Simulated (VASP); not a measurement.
Wanted: the native input for a VASP 6.6.1 run.

- Task: single point
- Functional: PBE
- Potentials or basis: VASP PAW PBE potentials, release 64 (Re, P)
- Cutoff: 520 eV
- k mesh: 6 × 6 × 4
- Occupations: gaussian, width 0.1 eV
- Spin: no spin polarisation
- Dipole correction: no
- Further INCAR settings: ALGO = Normal; EDIFF = 1e-07; NBANDS = 16

The structure of ReP2 lies in POSCAR:

```
ReP2
1.0
    3.1029752282      0.0000000000      0.0000000000
    0.0000000000      3.1029752282      0.0000000000
    0.0000000000      0.0000000000      5.4533950033
Re P
1 2
Direct
    0.0000000000      0.0000000000      0.0000000000
    0.5000000000      0.0000000000      0.3097013425
    0.0000000000      0.5000000000      0.6902986575
```

The input as run:

INCAR

```
SYSTEM = ReP2
PREC = Accurate
ENCUT = 520
EDIFF = 1E-7
ISMEAR = 0
SIGMA = 0.1
LREAL = .FALSE.
LASPH = .TRUE.
NELM = 100
ALGO = Normal
ISIF = 2
LWAVE = .FALSE.
LCHARG = .FALSE.
GGA = PE
NBANDS = 16
```

KPOINTS

```
Automatic mesh
0
G
  6 6 4
  0 0 0
```

Potentials or basis: VASP PAW PBE potentials, release 64 (Re, P).

Command:

```sh
$ cat potpaw_PBE.64/Re/POTCAR potpaw_PBE.64/P/POTCAR > POTCAR
$ mpirun -np 1 vasp_std > vasp.out
```

Results of the run:

```json
{
 "Pressure": "0.7 GPa",
 "Largest force": "0.068 eV/Å"
}
```

Wall time 14 s on 1 thread of Intel Xeon 6975P-C, on a shared host, peak memory 0.17 GiB.
